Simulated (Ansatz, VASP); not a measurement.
**One calculation of Al4NiPd3, two programs**

File INCAR:

```
PREC = Accurate
ENCUT = 520
EDIFF = 1E-6
ISMEAR = 0
SIGMA = 0.2
LREAL = False
LASPH = True
NELM = 80
ALGO = Normal
ISIF = 2
LWAVE = False
LCHARG = False
GGA = PE
NBANDS = 36
```

KPOINTS

```
regular mesh
0
Gamma
  6 6 6
```

File POSCAR:

```
Al4NiPd3
1.0
   -3.0373203000      3.0373203000      3.0373203000
    3.0373203000     -3.0373203000      3.0373203000
    3.0373203000      3.0373203000     -3.0373203000
Al Ni Pd
4 1 3
Direct
    0.5000000000      0.5000000000      0.5000000000
    0.0000000000      0.5000000000      1.0000000000
    0.5000000000      0.0000000000      0.0000000000
    1.0000000000      1.0000000000      0.5000000000
    0.0000000000      0.0000000000      0.0000000000
    0.5000000000      0.0000000000      0.5000000000
    0.0000000000      0.5000000000      0.5000000000
    0.5000000000      0.5000000000      0.0000000000
```

Input for Ansatz:

```yaml
crystal:
  lattice:
    - [-3.0373203, 3.0373203, 3.0373203]
    - [3.0373203, -3.0373203, 3.0373203]
    - [3.0373203, 3.0373203, -3.0373203]
  atoms:
    - { symbol: Al, position: [0.5, 0.5, 0.5] }
    - { symbol: Al, position: [0.0, 0.5, 1.0] }
    - { symbol: Al, position: [0.5, 0.0, 0.0] }
    - { symbol: Al, position: [1.0, 1.0, 0.5] }
    - { symbol: Ni, position: [0.0, 0.0, 0.0] }
    - { symbol: Pd, position: [0.5, 0.0, 0.5] }
    - { symbol: Pd, position: [0.0, 0.5, 0.5] }
    - { symbol: Pd, position: [0.5, 0.5, 0.0] }
basis:
  ecutwfc: 420
kpoints:
  mp_grid: { grid: [6, 6, 6] }
hamiltonian:
  xc: pbe
scf:
  occupations: { method: gaussian, width: 0.2 }
  lower_state_search: "off"
output:
  forces: true
  stress: true
  eigenvalues: true
```

Alike in both runs: task single point; functional PBE; k mesh 6 × 6 × 6; occupations gaussian, width 0.2 eV; no spin polarisation.

|  | VASP | Ansatz |
| --- | --- | --- |
| version | VASP 6.6.1 | Ansatz 0.2.0 |
| potentials or method | VASP PAW PBE potentials, release 64 (Al, Ni, Pd), cutoff 520 eV | scalar-relativistic, plane waves, PAW |
| valence electrons in the cell | 52 | 84 |

```tsv
	VASP	Ansatz	Ansatz less VASP
gap on the k mesh at the Fermi level (eV)	none	none	-
pressure (GPa)	-0.1	-0.1	+0.03
```

A gap of «none» marks a metal or a gap that the smearing closes. VASP's potentials hold 52 valence electrons a cell and Ansatz's 84, so a difference there can come from the potentials and not from the codes.
